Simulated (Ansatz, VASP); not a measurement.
## Ni: VASP beside Ansatz

The input INCAR:

```
PREC = Accurate
ENCUT = 520
EDIFF = 1E-7
ISMEAR = -1
SIGMA = 0.1
LREAL = F
LASPH = T
NELM = 150
ALGO = Normal
ISIF = 2
LWAVE = F
LCHARG = F
ISPIN = 2
MAGMOM = 1 1 1 1 1
LORBIT = 11
LMAXMIX = 4
LDIPOL = T
IDIPOL = 3
DIPOL = 0.5 0.5 0.500
NBANDS = 37
```

Contents of KPOINTS:

```
regular mesh
0
Gamma
  15 15 1
```

File POSCAR:

```
Ni
1.0
    2.4218354203      0.0000000000      0.0000000000
   -1.2109177101      2.0973709978      0.0000000000
    0.0000000000      0.0000000000     14.8588000000
Ni
5
Direct
    0.3333333333      0.1666666667      0.2355523128
    0.6666666667      0.8333333333      0.3669296953
    1.0000000000      0.5000000000      0.4999999494
    0.3333333333      0.1666666667      0.6330702562
    0.6666666667      0.8333333333      0.7644476872
```

Input for Ansatz:

```yaml
crystal:
  lattice:
    - [2.4218354203, 0.0, 0.0]
    - [-1.2109177101, 2.0973709978, 0.0]
    - [0.0, 0.0, 14.8588]
  atoms:
    - { symbol: Ni, position: [0.3333333333, 0.1666666667, 0.2355523128], spin: 1.0 }
    - { symbol: Ni, position: [0.6666666667, 0.8333333333, 0.3669296953], spin: 1.0 }
    - { symbol: Ni, position: [1.0, 0.5, 0.4999999494], spin: 1.0 }
    - { symbol: Ni, position: [0.3333333333, 0.1666666667, 0.6330702562], spin: 1.0 }
    - { symbol: Ni, position: [0.6666666667, 0.8333333333, 0.7644476872], spin: 1.0 }
magnetization:
  spin_polarized: true
kpoints:
  mp_grid: { grid: [15, 15, 1] }
scf:
  occupations: { method: fermi_dirac, width: 0.1 }
hamiltonian:
  xc: lda
  pseudopotentials: { kind: paw }
output:
  forces: true
  stress: true
  eigenvalues: true
efield:
  axis: 3
  amplitude: 0
  dipole_correction: true
```

Alike in both runs: task single point; functional LDA; k mesh 15 × 15 × 1; occupations fermi-dirac, width 0.1 eV; collinear spin.

```csv
,VASP,Ansatz
version,VASP 6.6.1,Ansatz 0.2.0
potentials or method,"VASP PAW LDA potentials, release 64 (Ni)","PAW with Ansatz's default frozen-core files, scalar-relativistic"
plane-wave cutoff (eV),520,420
valence electrons in the cell,50,90
```

Ansatz gave:

* rms of the force components (eV/Å): 0.002
* net moment per atom (μB): 0.63
* size of the moment on the site where the two differ most (μB): 0.66

Q: Which values does VASP return?

A: rms of the force components (eV/Å): 0.004; net moment per atom (μB): 0.60; size of the moment on the site where the two differ most (μB): 0.61.

LDA's correlation is that of Perdew and Zunger in VASP and of Perdew and Wang (1992) in Ansatz. Site moments also hang on the region over which each program counts them. Atom by atom the forces differ by 0.002 eV/Å (rms over components). VASP's potentials hold 50 valence electrons a cell and Ansatz's 90, so a difference there can come from the potentials and not from the codes. Ansatz's warnings: vacuum density over bound.
